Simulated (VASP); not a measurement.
Input of a VASP 6.6.1 run:

The input INCAR:

```
  ALGO = Normal
  EDIFF = 1E-7
  ENCUT = 520
  GGA = PE
  ISIF = 2
  ISMEAR = 0
  LASPH = True
  LCHARG = True
  LELF = True
  LREAL = False
  LVHAR = True
  LWAVE = False
  NBANDS = 10
  NELM = 80
  PREC = Accurate
  SIGMA = 0.15
```

KPOINTS

```
k-points
0
Gamma
  22 22 22
```

File POSCAR:

```
Ir
1.0
    0.0000000000      2.3055470870      1.4506502271
    2.3055470870      0.0000000000      1.4506502271
    2.3055470870      2.3055470870      0.0000000000
Ir
1
Direct
    0.0000000000      0.0000000000      0.0000000000
```

Potentials or basis: VASP PAW PBE potentials, release 64 (Ir).

Run with:

```sh
$ cat potpaw_PBE.64/Ir/POTCAR > POTCAR
$ mpirun -np 1 vasp_std > vasp.out
```

**Question.** What does it give for the band gap on the k mesh?

**Answer.** Zero (an odd number of electrons rules out a gap without spin polarisation).

**Question.** Estimate the pressure.

**Answer.** -9.1 GPa.

Stress tensor (GPa, compression positive):
```
  0.93   0.00   0.00
  0.00   0.93   0.00
  0.00   0.00 -29.21
```

Caveat: the stress differs along the axes, from -29 to 1 GPa; spin-orbit coupling is left out, which moves the levels of the heavy elements.
